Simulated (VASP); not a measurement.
Wanted: the native input for a VASP 6.6.1 run.

* Task: relaxation of cell and atoms
* Functional: PBEsol
* Potentials or basis: VASP PAW PBE potentials, release 64 (Y_sv)
* Cutoff: 600 eV
* k mesh: 10 × 10 × 10
* Occupations: fermi-dirac, width 0.1 eV
* Spin: no spin polarisation
* Target pressure: 20 GPa
* Dipole correction: no
* Further INCAR settings: ALGO = Normal; EDIFF = 1e-07; IBRION = 2; EDIFFG = -0.01; NSW = 80; ISIF = 3

The structure of Y lies in POSCAR:

```
Y
1.0
    0.0000000000      2.4850000000      2.4850000000
    2.4850000000      0.0000000000      2.4850000000
    2.4850000000      2.4850000000      0.0000000000
Y
1
Direct
    0.0000000000      0.0000000000      0.0000000000
```

The input as run:

INCAR

```
ALGO     = Normal         # electronic algorithm
EDIFF    = 1E-7           # SCF threshold, eV
EDIFFG   = -0.01          # ionic threshold
ENCUT    = 600            # plane-wave cutoff, eV
GGA      = PS             # functional
IBRION   = 2              # ionic algorithm
ISIF     = 3              # what is computed and relaxed
ISMEAR   = -1             # smearing method
LASPH    = True           # aspherical terms in the spheres
LCHARG   = False          # write CHGCAR
LREAL    = False          # projectors in reciprocal space
LWAVE    = False          # write WAVECAR
NELM     = 80             # most SCF steps
NSW      = 80             # ionic steps
PREC     = Accurate       # precision mode
PSTRESS  = 200.0        
SIGMA    = 0.1            # smearing width, eV
```

KPOINTS

```
k-points
0
Gamma
  10 10 10
```

Potentials or basis: VASP PAW PBE potentials, release 64 (Y_sv).

Launch:

```console
$ cat potpaw_PBE.64/Y_sv/POTCAR > POTCAR
$ mpirun -np 1 vasp_std > vasp.out
```

It gave:

```
Relaxed volume                                         : 22.79 Å³/atom
Relaxed cell                                           : a = 3.182 Å, b = 3.182 Å, c = 3.182 Å, α = 60.00°, β = 60.00°, γ = 60.00°
Space group after relaxing (to 0.05 Å)                 : Fm-3m (No. 225)
Energy change on relaxing (the enthalpy is what falls) : +403.7 meV/atom
Ionic steps                                            : 7
Pressure after relaxing                                : 20.0 GPa
```

Caveat: the cell is relaxed towards a set pressure, so the enthalpy falls and the energy may rise; the volume moved by over 15 % at a fixed basis, so the end points are rough; the PAW data sets were made with another functional, which shifts forces and pressure a little.

Wall time 2.6 min on 1 thread of AMD EPYC 7R43 64-Core Processor (Zen 3) (shared host), peak memory 0.18 GiB.
